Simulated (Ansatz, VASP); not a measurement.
**Al2Cu in VASP and in Ansatz**

```
Al Cu
1.0
    -2.05154    2.05154    2.86316
     2.05154   -2.05154    2.86316
     2.05154    2.05154   -2.86316
Al Cu
2 1
Direct
  0.74371 0.24371 0.48743
  0.24371 0.74371 0.48743
  0.50534 0.50534 0.01068
```

Change from the starting cell: mode 4 frozen in at -0.036 Å, equal normal strain along x and y +0.0133.

Alike in both runs: task single point; functional PBEsol; k mesh 14 × 14 × 14; occupations gaussian, width 0.15 eV; no spin polarisation.

```csv
,VASP,Ansatz
version,VASP 6.6.1,Ansatz 0.2.0
potentials or method,"VASP PAW PBE potentials, release 64 (Al, Cu), cutoff 520 eV","scalar-relativistic, plane waves, PAW"
valence electrons in the cell,17,25
```

Ansatz gave:

```
gap on the k mesh at the Fermi level (eV)                     : none
pressure (GPa)                                                : -2.4
traceless stress, the component that is largest in VASP (GPa) : 0.89
rms of the force components (eV/Å)                            : 0.189
```

Question: Estimate VASP's values.

Answer: gap on the k mesh at the Fermi level (eV): none; pressure (GPa): -2.2; traceless stress, the component that is largest in VASP (GPa): 0.88; rms of the force components (eV/Å): 0.190.

VASP's potentials were made for PBE, not for PBEsol, and Ansatz warns of the same on its side. Atom by atom the forces differ by 0.000 eV/Å (rms over components). A gap of «none» marks a metal or a gap that the smearing closes. The functional is the same, so the differences come from potentials, cutoffs and numerics. VASP's potentials hold 17 valence electrons a cell and Ansatz's 25, so a difference there can come from the potentials and not from the codes.
